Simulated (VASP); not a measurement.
Write the native input for VASP 6.6.1 that does the following.

```
Task                   : single point
Functional             : r2SCAN
Potentials or basis    : VASP PAW PBE potentials, release 64 (W_sv, C_h)
Cutoff                 : 910 eV
k mesh                 : 14 × 14 × 12
Occupations            : gaussian, width 0.05 eV
Spin                   : no spin polarisation
Dipole correction      : no
Further INCAR settings : ALGO = Normal; EDIFF = 1e-06; NBANDS = 16
```

WC:

```
W C
1.0
     2.91187    0.00000    0.00000
    -1.45593    2.52175    0.00000
     0.00000    0.00000    2.83694
W C
1 1
Direct
  0.00397 0.00793 0.00000
  0.66667 0.33333 0.50000
```

This cell differs from its parent crystal: atom 1 (W) moved 0.02 Å along y.

These files were run (other wordings do the same):

POSCAR

```
WC
1.0
    2.9118677777      0.0000000000      0.0000000000
   -1.4559338889      2.5217514680      0.0000000000
    0.0000000000      0.0000000000      2.8369414953
W C
1 1
Direct
    0.0039654978      0.0079309957      0.0000000000
    0.6666666667      0.3333333333      0.5000000000
```

INCAR.step1

```
SYSTEM = WC
PREC     = Accurate       ! precision mode
ENCUT    = 910            ! plane-wave cutoff, eV
ISMEAR   = 0              ! smearing method
SIGMA    = 0.05           ! smearing width, eV
LREAL    = .False.        ! projectors in reciprocal space
LASPH    = .True.         ! aspherical terms in the spheres
NELM     = 120            ! most SCF steps
NBANDS   = 16             ! bands
GGA      = PE             ! functional
ALGO     = Normal         ! electronic algorithm
EDIFF    = 1E-5           ! SCF threshold, eV
LWAVE    = .True.         ! write WAVECAR
LCHARG   = .False.        ! write CHGCAR
GGA_COMPAT= .False.
```

INCAR.step2

```
SYSTEM = WC
PREC     = Accurate       ! precision mode
ENCUT    = 910            ! plane-wave cutoff, eV
EDIFF    = 1E-6           ! SCF threshold, eV
ISMEAR   = 0              ! smearing method
SIGMA    = 0.05           ! smearing width, eV
LREAL    = .False.        ! projectors in reciprocal space
LASPH    = .True.         ! aspherical terms in the spheres
NELM     = 120            ! most SCF steps
ALGO     = Normal         ! electronic algorithm
ISIF     = 2              ! what is computed and relaxed
LWAVE    = .False.        ! write WAVECAR
LCHARG   = .True.         ! write CHGCAR
METAGGA  = R2SCAN         ! meta-GGA
LMIXTAU  = .True.       
LELF     = .True.         ! ELF
LVHAR    = .True.       
NBANDS   = 16             ! bands
ISTART   = 1            
GGA_COMPAT= .False.
```

KPOINTS

```
Automatic mesh
0
Gamma
  14 14 12
  0 0 0
```

Potentials or basis: VASP PAW PBE potentials, release 64 (W_sv, C_h).

Command:

```sh
$ cat potpaw_PBE.64/W_sv/POTCAR potpaw_PBE.64/C_h/POTCAR > POTCAR
$ cp INCAR.step1 INCAR
$ mpirun -np 1 vasp_std > vasp.out
$ cp INCAR.step2 INCAR
$ mpirun -np 1 vasp_std > vasp.out
```

It gave:

```
Pressure               : 1.8 GPa
Largest force          : 0.315 eV/Å
Band gap on the k mesh : zero (bands 9 and 10 overlap by 1.34 eV)
```

Caveat: the cell differs from its parent crystal (atom 1 (W) moved 0.02 Å along y); the PAW data sets were made with another functional, which shifts forces and pressure a little; spin-orbit coupling is left out, which moves the levels of the heavy elements.

Wall time 11 min on 1 thread of AMD EPYC 7R13 Processor (Zen 3), on a shared host, peak memory 0.39 GiB.
